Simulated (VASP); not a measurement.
Wanted: the native input for a VASP 6.6.1 run.

- Task: single point
- Functional: LDA
- Potentials or basis: VASP PAW LDA potentials, release 64 (Ru_pv, Se, Pb_d)
- Cutoff: 520 eV
- k mesh: 4 × 4 × 4
- Occupations: fermi-dirac, width 0.0116 eV
- Spin: no spin polarisation
- Dipole correction: no
- Further INCAR settings: ALGO = Normal; EDIFF = 1e-07; NBANDS = 50

The structure of Ru3Pb2Se2 lies in POSCAR:

```
Ru3Pb2Se2
1.0
    2.8563600000      4.9473550000      0.0000000000
   -2.8563600000      4.9473550000      0.0000000000
    0.0000000000     -3.2982370000      4.8434080000
Ru Se Pb
3 2 2
Direct
    0.0000000000      0.0000000000      0.5000000000
    0.5000000000      0.0000000000      0.5000000000
    0.0000000000      0.5000000000      0.5000000000
    0.2809000000      0.2809000000      0.8427000000
    0.7191000000      0.7191000000      0.1573000000
    0.5000000000      0.5000000000      0.5000000000
    0.0000000000      0.0000000000      0.0000000000
```

The input as run:

INCAR

```
SYSTEM = Ru3Pb2Se2
PREC = Accurate ; ENCUT = 520
EDIFF = 1E-7 ; ISMEAR = -1
SIGMA = 0.0116 ; LREAL = .FALSE.
LASPH = .TRUE. ; NELM = 80
ALGO = Normal ; ISIF = 2
LWAVE = .FALSE. ; LCHARG = .TRUE.
LELF = .TRUE. ; LVHAR = .TRUE.
NBANDS = 50
```

KPOINTS

```
Automatic mesh
0
G
  4 4 4
  0 0 0
```

Potentials or basis: VASP PAW LDA potentials, release 64 (Ru_pv, Se, Pb_d).

Command:

```console
$ cat potpaw_LDA.64/Ru_pv/POTCAR potpaw_LDA.64/Se/POTCAR potpaw_LDA.64/Pb_d/POTCAR > POTCAR
$ mpirun -np 1 vasp_std > vasp.out
```

Results of the run:

```
Pressure               : -0.5 GPa
Largest force          : 2.106 eV/Å
Band gap on the k mesh : zero (bands 41 and 42 overlap by 0.46 eV)
```

Caveat: spin-orbit coupling is left out, which moves the levels of the heavy elements; forces of over 1 eV/Å act on the atoms, so gaps and moduli don't describe the material at rest.

It took 2.6 min on 1 thread of Intel Xeon 8259CL, with other jobs on the host, peak memory 0.27 GiB.
